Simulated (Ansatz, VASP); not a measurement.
# LaZn: VASP beside Ansatz

INCAR

```
SYSTEM = LaZn
  PREC = Accurate
  ENCUT = 520
  EDIFF = 1E-8
  ISMEAR = -1
  SIGMA = 0.05
  LREAL = .False.
  LASPH = .True.
  NELM = 80
  ALGO = Normal
  ISIF = 2
  LWAVE = .False.
  LCHARG = .False.
  GGA = CA
  LEFG = .True.
  NBANDS = 18
```

The input KPOINTS:

```
Automatic mesh
0
Gamma
  9 9 9
  0 0 0
```

The input POSCAR:

```
LaZn
1.0
    3.7500000000      0.0000000000      0.0000000000
    0.0000000000      3.7500000000      0.0000000000
    0.0000000000      0.0000000000      3.7500000000
La Zn
1 1
Direct
    0.5000000000      0.5000000000      0.5000000000
    0.0000000000      0.0000000000      0.0000000000
```

Input for Ansatz:

```yaml
crystal:
  lattice:
    - [3.75, 0.0, 0.0]
    - [0.0, 3.75, 0.0]
    - [0.0, 0.0, 3.75]
  atoms:
    - { symbol: La, position: [0.5, 0.5, 0.5] }
    - { symbol: Zn, position: [0.0, 0.0, 0.0] }
kpoints:
  mp_grid: { grid: [9, 9, 9] }
  band_path:
    path:
      - [0.0, 0.0, 0.0]
      - [0.0, 0.5, 0.0]
      - [0.5, 0.5, 0.0]
      - [0.0, 0.0, 0.0]
      - [0.5, 0.5, 0.5]
      - [0.0, 0.5, 0.0]
      - [0.5, 0.5, 0.5]
      - [0.5, 0.5, 0.0]
    npoints: 8
scf:
  occupations: { method: fermi_dirac, width: 0.05 }
hamiltonian:
  xc: lda
  pseudopotentials: { kind: all_electron, datasets: crystal }
output:
  forces: true
  stress: true
  eigenvalues: true
  efg: { contact_densities: true }
```

Alike in both runs: task electric field gradients; functional LDA; k mesh 9 × 9 × 9; occupations fermi-dirac, width 0.05 eV; no spin polarisation.

```csv
,VASP,Ansatz
version,VASP 6.6.1,Ansatz 0.2.0
potentials or method,"VASP PAW LDA potentials, release 64 (La, Zn), cutoff 520 eV","all-electron PAW with datasets made for the crystal, scalar-relativistic"
```

|  | VASP | Ansatz | Ansatz less VASP |
| --- | --- | --- | --- |
| pressure (GPa) | -4.0 | -4.0 | -0.03 |

LDA's correlation is that of Perdew and Zunger in VASP and of Perdew and Wang (1992) in Ansatz. Ansatz ran all-electron here, and VASP with PAW potentials.

Neither program's run includes spin-orbit coupling.
